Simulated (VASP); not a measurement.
# SnO2 (P6_3/mmc) in VASP: single point with PBE+D3(BJ)

Aim: the single point of SnO2 with PBE+D3(BJ).

All numbers are computed with VASP 6.6.1; they aren't measurements. Logs are shortened: lines on timing, memory, paths and dates and some standing lists are left out, and cuts for length are marked.

## Step 1: The cell of the first run

Symmetry: P6_3/mmc, No. 194, hexagonal system. The conventional cell has a = 3.291 Å, b = 3.291 Å, c = 10.591 Å, α = 90.00°, β = 90.00°, γ = 120.00°. Within 2.9 Å of Sn (site symmetry -3m) lie 6 O at 2.17 Å. Within 2.9 Å of O (site symmetry 3m) lie 3 Sn at 2.17 Å and 3 O at 2.82 Å.

## Step 2: Single point, PBE+D3(BJ)

Contents of INCAR:

```
ALGO     = Normal         # electronic algorithm
EDIFF    = 1E-6           # SCF threshold, eV
ENCUT    = 520            # plane-wave cutoff, eV
GGA      = PE             # functional
ISIF     = 2              # what is computed and relaxed
ISMEAR   = 0              # smearing method
IVDW     = 12             # dispersion correction
LASPH    = True           # aspherical terms in the spheres
LCHARG   = True           # write CHGCAR
LELF     = True           # ELF
LREAL    = False          # projectors in reciprocal space
LVHAR    = True         
LWAVE    = False          # write WAVECAR
NBANDS   = 35             # bands
NELM     = 60             # most SCF steps
PREC     = Accurate       # precision mode
SIGMA    = 0.05           # smearing width, eV
```

Contents of KPOINTS:

```
k-points
0
Gamma
  12 12 4
```

Contents of POSCAR:

```
SnO2
1.0
    3.2914593056      0.0000000000      0.0000000000
   -1.6457296528      2.8504873742      0.0000000000
    0.0000000000      0.0000000000     10.5913895093
Sn O
2 4
Direct
    0.0000000000      0.0000000000      0.5000000000
    0.0000000000      0.0000000000      0.0000000000
    0.6666666667      0.3333333333      0.4017901351
    0.6666666667      0.3333333333      0.0982098649
    0.3333333333      0.6666666667      0.5982098649
    0.3333333333      0.6666666667      0.9017901351
```

Potentials or basis: VASP PAW PBE potentials, release 64 (Sn_d, O).

Command:

```console
$ cat potpaw_PBE.64/Sn_d/POTCAR potpaw_PBE.64/O/POTCAR > POTCAR
$ mpirun -np 1 vasp_std > vasp.out
```

OUTCAR:

```text
EDIFF = 1E-6
   ENCUT = 520
   GGA = PE
   ISIF = 2
   ISMEAR = 0
   IVDW = 12
   LASPH = True
   LREAL = False
   NELM = 60
   PREC = Accurate
 IVDW          = 12

 ion  position               nearest neighbor table
   1  0.000  0.000  0.500-   3 2.17   5 2.17   3 2.17   5 2.17   3 2.17   5 2.17
   2  0.000  0.000  0.000-   4 2.17   6 2.17   4 2.17   6 2.17   4 2.17   6 2.17
   3  0.667  0.333  0.402-   1 2.17   1 2.17   1 2.17
   4  0.667  0.333  0.098-   2 2.17   2 2.17   2 2.17
   5  0.333  0.667  0.598-   1 2.17   1 2.17   1 2.17
   6  0.333  0.667  0.902-   2 2.17   2 2.17   2 2.17

  LATTYP: Found a hexagonal cell.
 ALAT       =     3.2914593056
 C/A-ratio  =     3.2178400296

  Lattice vectors:

 A1 = (   3.2914593056,   0.0000000000,   0.0000000000)
 A2 = (  -1.6457296528,   2.8504873742,   0.0000000000)
 A3 = (   0.0000000000,   0.0000000000,  10.5913895093)

Analysis of symmetry for initial positions (statically):
=====================================================================
 Subroutine PRICEL returns:
 Original cell was already a primitive cell.

 Routine SETGRP: Setting up the symmetry group for a
 hexagonal supercell.

 Subroutine GETGRP returns: Found 24 space group operations
 (whereof 12 operations were pure point group operations)
 out of a pool of 24 trial point group operations.

The static configuration has the point symmetry D_3d.
 The point group associated with its full space group is D_6h.

Analysis of symmetry for dynamics (positions and initial velocities):
=====================================================================
 Subroutine PRICEL returns:
 Original cell was already a primitive cell.

 Routine SETGRP: Setting up the symmetry group for a
 hexagonal supercell.

 Subroutine GETGRP returns: Found 24 space group operations
 (whereof 12 operations were pure point group operations)
 out of a pool of 24 trial point group operations.

The dynamic configuration has the point symmetry D_3d.
 The point group associated with its full space group is D_6h.

 Subroutine INISYM returns: Found 24 space group operations
 (whereof 12 operations are pure point group operations),
 and found     1 'primitive' translations

----------------------------------------------------------------------------------------

                                     Primitive cell

[... 99 lines left out ...]
   LREAL  =      F    real-space projection
   EDIFFG = 0.1E-04   stopping-criterion for IOM
   NSW    =      0    number of steps for IOM
   IBRION =     -1    ionic relax: 0-MD 1-quasi-New 2-CG
   NFREE  =      0    steps in history (QN), initial steepest desc. (CG)
   ISIF   =      2    stress and relaxation
   ISYM   =      2    0-nonsym 1-usesym 2-fastsym
   POTIM  = 0.5000    time-step for ionic-motion
   TEBEG  =    0.0;   TEEND  =   0.0 temperature during run
   PSTRESS=    0.0 pullay stress
   NELECT =      52.0000    total number of electrons
   NUPDOWN=      -1.0000    fix difference up-down
   EMIN   =  10.00;   EMAX   =-10.00  energy-range for DOS
   EFERMI =   0.00;   METHOD = LEGACY
   ISMEAR =     0;   SIGMA  =   0.05  broadening in eV -4-tet -1-fermi 0-gaus
   EFERMI_NEDOS =   21; number of points for ismear=-14 and -15
   IALGO  =     38    algorithm
   IMIX   =      4    mixing-type and parameters
     AMIX     =   0.40;   BMIX     =  1.00
     AMIX_MAG =   1.60;   BMIX_MAG =  1.00
  volume/ion in A,a.u.               =      16.56       111.76
  Fermi-wavevector in a.u.,A,eV,Ry     =   1.319236  2.492994 23.679350  1.740383
  Thomas-Fermi vector in A             =   2.449148
   LORBIT       =      0    0 simple, 1 ext, 2 COOP (PROOUT), +10 PAW based schemes
   GGA     = PE    functional components
   LHFCALC =     F    Hartree Fock is set to
   AEXX    =    0.0000 exact exchange contribution
   IVDW    =    12    specifies the selected vdW correction
   LEPSILON=     F    determine dielectric tensor
   LRPA    =     F    only Hartree local field effects (RPA)
 non-spin polarized calculation
 Gauss-broadening in eV      SIGMA  =   0.05
  energy-cutoff  :      520.00
  volume of cell :       99.37
 maximum number of plane-waves:      2706
   NGX = 13   NGY = 13   NGZ = 39

 number of electron      52.0000026 magnetization

 Free energy of the ion-electron system (eV)
  ---------------------------------------------------
  ext. energy  EPLUGINS =         0.00000000
  ---------------------------------------------------
  free energy    TOTEN  =       -36.20704715 eV

  energy without entropy =      -36.20704715  energy(sigma->0) =      -36.20704715

 E-fermi :   2.3466     XC(G=0):  -9.1847

 val. band max:        2.0611087575   @ k =   0.2500   0.1667   0.0000
 cond. band min:       3.7041326194   @ k =   0.0000   0.0000   0.0000
 fundamental gap:      1.6430238619
 Fermi energy:         2.3465662851

 k-point     1 :       0.0000    0.0000    0.0000
  band No.  band energies     occupation
      1     -18.0583      2.00000
      2     -18.0579      2.00000
      3     -17.9016      2.00000
      4     -17.9016      2.00000
      5     -17.9016      2.00000
      6     -17.9016      2.00000
[... 901 lines left out ...]
     34      13.7006      0.00000
     35      13.7151      0.00000

 [... further k-points ...]

------------------------ aborting loop because EDIFF is reached ----------------------------------------

 Edisp (eV)   -0.91358

 E8    (eV) :    -0.3573

  FORCE on cell =-STRESS in cart. coord.  units (eV):
  Direction    XX          YY          ZZ          XY          YZ          ZX
  --------------------------------------------------------------------------------------
  -------------------------------------------------------------------------------------
  Total      -5.93609    -5.93609    -3.03099     0.00000     0.00000     0.00000
  in kB     -95.70855   -95.70855   -48.86919     0.00000     0.00000     0.00000
  external pressure =      -80.10 kB  Pullay stress =        0.00 kB

 VOLUME and BASIS-vectors are now :
 -----------------------------------------------------------------------------
  energy-cutoff  :      520.00
  volume of cell :       99.37
      direct lattice vectors                 reciprocal lattice vectors
     3.291459306  0.000000000  0.000000000     0.303816608  0.175408600  0.000000000
    -1.645729653  2.850487374  0.000000000     0.000000000  0.350817200  0.000000000
     0.000000000  0.000000000 10.591389509     0.000000000  0.000000000  0.094416318

 POSITION                                       TOTAL-FORCE (eV/Angst)
 -----------------------------------------------------------------------------------
      0.00000      0.00000      5.29569         0.000000      0.000000      0.000000
      0.00000      0.00000      0.00000         0.000000      0.000000      0.000000
      1.64573      0.95016      4.25552        -0.000000      0.000000      0.666844
      1.64573      0.95016      1.04018        -0.000000      0.000000     -0.666844
     -0.00000      1.90032      6.33587         0.000000     -0.000000     -0.666844
     -0.00000      1.90032      9.55121         0.000000     -0.000000      0.666844
 -----------------------------------------------------------------------------------
    total drift:                                0.000000      0.000000      0.000000

  FREE ENERGIE OF THE ION-ELECTRON SYSTEM (eV)
  ---------------------------------------------------
  free  energy   TOTEN  =       -37.1206222928 eV

  energy  without entropy=      -37.1206222928  energy(sigma->0) =      -37.12062229
```

Wall time 2.3 min (1 thread of Intel Xeon Platinum 8488C (Sapphire Rapids), shared host); peak memory 0.3 GiB.

What came out:

```yaml
Free_energy: -37.1206 eV
Pressure: -8.0 GPa
Largest_force: 0.667 eV/Å
Band_gap_on_the_k_mesh: 1.64 eV, indirect (least direct gap 1.92 eV)
Dispersion_energy_per_atom: -0.152 eV
```

Forces in eV/Å, atoms in the order of the input:
```
Sn   0.000  0.000  0.000
Sn   0.000  0.000  0.000
O    0.000  0.000  0.667
O    0.000  0.000 -0.667
O    0.000  0.000 -0.667
O    0.000  0.000  0.667
```

Stress tensor (GPa, compression positive):
```
-9.57  0.00  0.00
 0.00 -9.57  0.00
 0.00  0.00 -4.89
```

Caveat: spin-orbit coupling is left out, which moves the levels of the heavy elements.
